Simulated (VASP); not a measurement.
# RbVF3 (Pm-3m) in VASP: notebook, part 2 of 2

VASP 6.6.1.

### Step 3. Single point, LDA+U, collinear spin, ferromagnetic start

The input, INCAR:

```
SYSTEM = RbVF3
PREC = Accurate ; ENCUT = 520
EDIFF = 1E-6 ; ISMEAR = 0
SIGMA = 0.05 ; LREAL = .FALSE.
LASPH = .TRUE. ; NELM = 150
ALGO = Normal ; ISIF = 2
LWAVE = .FALSE. ; LCHARG = .FALSE.
ISPIN = 2 ; MAGMOM = 0 2.51 0.05 0.05 0.02
LORBIT = 11 ; LMAXMIX = 4
LDAU = .TRUE. ; LDAUTYPE = 2
LDAUL = -1 2 -1 ; LDAUU = 0 4 0
LDAUJ = 0 0 0 ; LDAUPRINT = 1
NBANDS = 34
```

The input, KPOINTS:

```
Automatic mesh
0
G
  5 5 5
  0 0 0
```

The input, POSCAR:

```
RbVF3
1.0
    4.1819996800      0.0000000000      0.0000000000
    0.0000000000      4.1819996800      0.0000000000
    0.0000000000      0.0000000000      4.1819996800
Rb V F
1 1 3
Direct
    0.0000000000      0.0000000000      0.0000000000
    0.5000000000      0.5000000000      0.5000000000
    0.5000000000      0.5000000000      0.0000000000
    0.0000000000      0.5000000000      0.5000000000
    0.5000000000      0.0000000000      0.5000000000
```

Potentials or basis: VASP PAW LDA potentials, release 64 (Rb_sv, V_sv, F).

On the command line:

```console
$ cat potpaw_LDA.64/Rb_sv/POTCAR potpaw_LDA.64/V_sv/POTCAR potpaw_LDA.64/F/POTCAR > POTCAR
$ mpirun -np 1 vasp_std > vasp.out
```

It took 2 min on 1 thread of Oxide Virtual Turin-like, shared host; peak memory 0.17 GiB.

It converged, with:

```yaml
Free_energy: -29.4858 eV
Pressure: -3.3 GPa
Band_gap_on_the_k_mesh: 2.28 eV, indirect (least direct gap 3.38 eV)
Net_moment: 3.00 μB per cell
Site_moments: Rb +0.00; V +2.72; F +0.01 μB
Valence_electrons_inside_the_program's_atomic_spheres: Rb 7.30; V 11.35; F 6.08
```

Levels at points of the mesh, in eV from the valence-band top:
Spin up:
```tsv
k point	band 20	band 21	band 22	band 23	band 24	band 25	band 26	band 27
(0.00, 0.00, 0.00)	-4.78	-1.10	-1.10	-1.10	2.28	3.21	3.21	5.09
```
Spin down:
| k point | band 18 | band 19 | band 20 | band 21 | band 22 | band 23 |
| --- | --- | --- | --- | --- | --- | --- |
| (0.00, 0.00, 0.00) | -4.72 | -4.72 | -4.72 | 2.58 | 4.07 | 4.07 |

Eigenvalues of the final occupation matrices:
```
    site  spin  trace               eigenvalues
site 2 d     1   2.92  0.09 0.09 0.91 0.91 0.91
site 2 d     2   0.21  0.02 0.02 0.02 0.08 0.08
```

A k mesh can miss the band edges. The state reached can hang on the start; a lower one may exist.

### Step 4. Single point, LDA+U, collinear spin, ferrimagnetic start

The input, INCAR:

```
SYSTEM = RbVF3
  PREC = Accurate
  ENCUT = 520
  EDIFF = 1E-6
  ISMEAR = 0
  SIGMA = 0.05
  LREAL = .FALSE.
  LASPH = .TRUE.
  NELM = 150
  ALGO = Normal
  ISIF = 2
  LWAVE = .FALSE.
  LCHARG = .TRUE.
  ISPIN = 2
  MAGMOM = 0 0.78 0.04 -0.03 -0.03
  LORBIT = 11
  LMAXMIX = 4
  LDAU = .TRUE.
  LDAUTYPE = 2
  LDAUL = -1 2 -1
  LDAUU = 0 4 0
  LDAUJ = 0 0 0
  LDAUPRINT = 1
  LELF = .TRUE.
  LVHAR = .TRUE.
  NBANDS = 34
```

KPOINTS is that of step 3.

POSCAR is that of step 3.

On the command line:

```console
$ cat potpaw_LDA.64/Rb_sv/POTCAR potpaw_LDA.64/V_sv/POTCAR potpaw_LDA.64/F/POTCAR > POTCAR
$ mpirun -np 1 vasp_std > vasp.out
```

It took 1.7 min on 1 thread of Oxide Virtual Turin-like, shared host; peak memory 0.17 GiB.

It converged, with:

```yaml
Free_energy: -29.4858 eV
Pressure: -3.2 GPa
Band_gap_on_the_k_mesh: 2.28 eV, indirect (least direct gap 3.38 eV)
Net_moment: 3.00 μB per cell
Site_moments: Rb +0.00; V +2.72; F +0.01 μB
Valence_electrons_inside_the_program's_atomic_spheres: Rb 7.30; V 11.35; F 6.08
```

Levels at points of the mesh, in eV from the valence-band top:
Spin up:
```
           k point  band 20  band 21  band 22  band 23  band 24  band 25  band 26  band 27
(0.00, 0.00, 0.00)    -4.78    -1.10    -1.10    -1.10     2.28     3.21     3.21     5.09
```
Spin down:
| k point | band 16 | band 17 | band 18 | band 19 | band 20 | band 21 | band 22 | band 23 | band 24 | band 25 |
| --- | --- | --- | --- | --- | --- | --- | --- | --- | --- | --- |
| (0.00, 0.00, 0.00) | -5.01 | -5.01 | -4.72 | -4.72 | -4.72 | 2.58 | 4.07 | 4.07 | 4.07 | 4.52 |

Eigenvalues of the final occupation matrices:
```csv
site,spin,trace,eigenvalues
site 2 d,1,2.92,0.09 0.09 0.91 0.91 0.91
site 2 d,2,0.21,0.02 0.02 0.02 0.08 0.08
```

### Step 5. Single point, LDA+U, collinear spin, ferromagnetic start

The input, INCAR:

```
SYSTEM = RbVF3
  ALGO = Normal
  EDIFF = 1E-6
  ENCUT = 520
  GGA = CA
  ISIF = 2
  ISMEAR = 0
  ISPIN = 2
  LASPH = .TRUE.
  LCHARG = .FALSE.
  LDAU = .TRUE.
  LDAUJ = 0 0 0
  LDAUL = -1 2 -1
  LDAUPRINT = 1
  LDAUTYPE = 2
  LDAUU = 0 4 0
  LMAXMIX = 4
  LORBIT = 11
  LREAL = .FALSE.
  LWAVE = .FALSE.
  MAGMOM = 0 2.51 0.02 0.05 0.05
  NBANDS = 34
  NELM = 150
  PREC = Accurate
  SIGMA = 0.05
```

The input, KPOINTS:

```
k-points
0
G
  5 5 5
  0 0 0
```

POSCAR is that of step 4.

Potentials or basis: VASP PAW LDA potentials, release 64 (Rb_sv, V_sv, F).

On the command line:

```console
$ cat potpaw_LDA.64/Rb_sv/POTCAR potpaw_LDA.64/V_sv/POTCAR potpaw_LDA.64/F/POTCAR > POTCAR
$ mpirun -np 1 vasp_std > vasp.out
```

OUTCAR:

```text
SYSTEM = RbVF3
   EDIFF = 1E-6
   ENCUT = 520
   GGA = CA
   ISIF = 2
   ISMEAR = 0
   ISPIN = 2
   LASPH = .TRUE.
   LORBIT = 11
   LREAL = .FALSE.
   NELM = 150
   PREC = Accurate

 ion  position               nearest neighbor table
   1  0.000  0.000  0.000-   3 2.96   4 2.96   5 2.96   4 2.96   5 2.96   3 2.96   4 2.96   4 2.96
                             3 2.96   5 2.96   5 2.96   3 2.96   2 3.62   2 3.62   2 3.62   2 3.62
   2  0.500  0.500  0.500-   3 2.09   4 2.09   5 2.09   3 2.09   5 2.09   4 2.09   1 3.62   1 3.62
                             1 3.62   1 3.62   1 3.62   1 3.62   1 3.62   1 3.62
   3  0.500  0.500  0.000-   2 2.09   2 2.09   1 2.96   1 2.96   1 2.96   1 2.96
   4  0.000  0.500  0.500-   2 2.09   2 2.09   1 2.96   1 2.96   1 2.96   1 2.96
[... 1565 lines left out ...]
 -----------------------------------------------------------------------------------
      0.00000      0.00000      0.00000         0.000000      0.000000      0.000000
      2.09100      2.09100      2.09100         0.000000      0.000000      0.000000
      2.09100      2.09100      0.00000         0.000000      0.000000      0.000000
      0.00000      2.09100      2.09100         0.000000      0.000000      0.000000
      2.09100      0.00000      2.09100         0.000000      0.000000      0.000000
 -----------------------------------------------------------------------------------
    total drift:                                0.000000     -0.000000     -0.000000

  FREE ENERGIE OF THE ION-ELECTRON SYSTEM (eV)
  ---------------------------------------------------
  free  energy   TOTEN  =       -29.4857971746 eV

  energy  without entropy=      -29.4857971746  energy(sigma->0) =      -29.48579717

 total charge

# of ion       s       p       d       tot
------------------------------------------
    1        1.937   5.342   0.026   7.305
    2        2.136   6.114   3.101  11.351
    3        1.720   4.360   0.000   6.080
    4        1.720   4.360   0.000   6.080
    5        1.720   4.360   0.000   6.080
--------------------------------------------------
tot          9.234  24.536   3.128  36.897

 magnetization (x)

# of ion       s       p       d       tot
------------------------------------------
    1       -0.000  -0.000   0.001   0.001
    2        0.009   0.009   2.699   2.718
    3       -0.001   0.016   0.000   0.015
    4       -0.001   0.016   0.000   0.015
    5       -0.001   0.016   0.000   0.015
--------------------------------------------------
tot          0.005   0.057   2.701   2.763
```

OSZICAR:

```text
N       E                     dE             d eps       ncg     rms          rms(c)
DAV:   1     0.422288902003E+03    0.42229E+03   -0.23926E+04  2456   0.127E+03
DAV:   2    -0.738440097566E+01   -0.42967E+03   -0.41388E+03  2762   0.372E+02
DAV:   3    -0.292972470565E+02   -0.21913E+02   -0.21670E+02  2894   0.905E+01
DAV:   4    -0.297694641901E+02   -0.47222E+00   -0.46938E+00  3470   0.115E+01
DAV:   5    -0.297751537530E+02   -0.56896E-02   -0.56861E-02  2836   0.112E+00    0.157E+01
DAV:   6    -0.290993676087E+02    0.67579E+00   -0.12802E+01  2710   0.279E+01    0.888E+00
DAV:   7    -0.293756837835E+02   -0.27632E+00   -0.13396E+00  2640   0.956E+00    0.581E+00
DAV:   8    -0.294469044216E+02   -0.71221E-01   -0.20531E-01  2948   0.298E+00    0.295E+00
DAV:   9    -0.294771505971E+02   -0.30246E-01   -0.29424E-02  2832   0.130E+00    0.702E-01
DAV:  10    -0.294857237361E+02   -0.85731E-02   -0.93356E-03  2820   0.677E-01    0.209E-01
DAV:  11    -0.294857170235E+02    0.67125E-05   -0.91535E-04  2818   0.195E-01    0.958E-02
DAV:  12    -0.294857911410E+02   -0.74117E-04   -0.12417E-04  3124   0.728E-02    0.434E-02
DAV:  13    -0.294857964110E+02   -0.52700E-05   -0.16946E-05  3148   0.305E-02    0.277E-02
DAV:  14    -0.294857971746E+02   -0.76362E-06   -0.27604E-06  2682   0.105E-02
   1 F= -.29485797E+02 E0= -.29485797E+02  d E =-.202884E-36  mag=     3.0000
```

stdout:

```text
POSCAR found type information on POSCAR RbV F
 POSCAR found :  3 types and       5 ions
 scaLAPACK will be used
 LDA part: xc-table for (Slater(with rela. corr.)+CA(PZ))
 , standard interpolation
 POSCAR, INCAR and KPOINTS ok, starting setup
 FFT: planning ... GRIDC
 FFT: planning ... GRID_SOFT
 FFT: planning ... GRID
 WAVECAR not read
 entering main loop
```

It took 2 min on 1 thread of Oxide Virtual Turin-like, shared host; peak memory 0.17 GiB.

What came out:

```yaml
Free_energy: -29.4858 eV
Pressure: -3.3 GPa
Band_gap_on_the_k_mesh: 2.28 eV, indirect (least direct gap 3.38 eV)
Net_moment: 3.00 μB per cell
Site_moments: Rb +0.00; V +2.72; F +0.01 μB
Valence_electrons_inside_the_program's_atomic_spheres: Rb 7.30; V 11.35; F 6.08
```

Eigenvalues of the final occupation matrices:
```
    site  spin  trace               eigenvalues
site 2 d     1   2.92  0.09 0.09 0.91 0.91 0.91
site 2 d     2   0.21  0.02 0.02 0.02 0.08 0.08
```
